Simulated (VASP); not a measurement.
Write the native input for VASP 6.6.1 that does the following.

- Task: relaxation of shape and atoms at fixed volume
- Functional: r2SCAN
- Potentials or basis: VASP PAW PBE potentials, release 64 (Mg)
- Cutoff: 600 eV
- k mesh: 15 × 15 × 8
- Occupations: gaussian, width 0.1 eV
- Spin: no spin polarisation
- Dipole correction: no
- Further INCAR settings: ALGO = Normal; EDIFF = 1e-06; IBRION = 2; EDIFFG = -0.01; NSW = 50; ISIF = 4

Mg:

```
Mg
1.0
     3.25483    0.00000    0.00000
    -1.62742    2.81877    0.00000
     0.00000    0.00000    5.20667
Mg
2
Direct
  0.33333 0.66667 0.25000
  0.66667 0.33333 0.75000
```

The input as run:

POSCAR

```
Mg
1.0
    3.2548305059      0.0000000000      0.0000000000
   -1.6274152529      2.8187659031      0.0000000000
    0.0000000000      0.0000000000      5.2066652720
Mg
2
Direct
    0.3333333333      0.6666666667      0.2500000000
    0.6666666667      0.3333333333      0.7500000000
```

INCAR.step1

```
PREC = Accurate
ENCUT = 600
ISMEAR = 0
SIGMA = 0.1
LREAL = F
LASPH = T
NELM = 100
GGA = PE
ALGO = Normal
EDIFF = 1E-4
LWAVE = T
LCHARG = F
```

INCAR.step2

```
PREC = Accurate
ENCUT = 600
EDIFF = 1E-6
ISMEAR = 0
SIGMA = 0.1
LREAL = F
LASPH = T
NELM = 100
ALGO = Normal
ISIF = 4
LWAVE = F
LCHARG = F
METAGGA = R2SCAN
LMIXTAU = T
IBRION = 2
NSW = 50
EDIFFG = -0.01
ISTART = 1
```

KPOINTS

```
regular mesh
0
Gamma
  15 15 8
```

Potentials or basis: VASP PAW PBE potentials, release 64 (Mg).

Launch:

```bash
$ cat potpaw_PBE.64/Mg/POTCAR > POTCAR
$ cp INCAR.step1 INCAR
$ mpirun -np 1 vasp_std > vasp.out
$ cp INCAR.step2 INCAR
$ mpirun -np 1 vasp_std > vasp.out
```

Results of the run:

The pressure after relaxing is -2.3 GPa and the band gap on the k mesh is zero (bands 2 and 3 overlap by 1.96 eV).

Caveat: the PAW data sets were made with another functional, which shifts forces and pressure a little.

It took 65 s on 1 thread of Intel(R) Xeon(R) 6975P-C (Granite Rapids), on a shared host, peak memory 0.21 GiB.
